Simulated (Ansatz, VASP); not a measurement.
**One calculation of Ni, two programs**

```
Ni
1.0
    -1.42147    1.42147    1.42147
     1.42147   -1.42147    1.42147
     1.42147    1.42147   -1.42147
Ni
1
Direct
  0.00000 0.00000 0.00000
```

Alike in both runs: functional BLYP; k mesh 16 × 16 × 16; occupations fermi-dirac, width 0.1 eV; no spin polarisation.

Ansatz relaxed the structure, and its values are those at the end. VASP's run is a single point on that final structure, the one shown.

```csv
,VASP,Ansatz
version,VASP 6.6.1,Ansatz 0.2.0
potentials or method,"VASP PAW PBE potentials, release 64 (Ni), cutoff 520 eV","plane waves (420 eV) with PAW, scalar-relativistic"
valence electrons in the cell,10,18
```

|  | VASP | Ansatz | Ansatz less VASP |
| --- | --- | --- | --- |
| pressure (GPa) | 0.2 | 0.0 | -0.18 |

VASP's potentials were made for PBE, not for BLYP. VASP's potentials hold 10 valence electrons a cell and Ansatz's 18, so a difference there can come from the potentials and not from the codes.
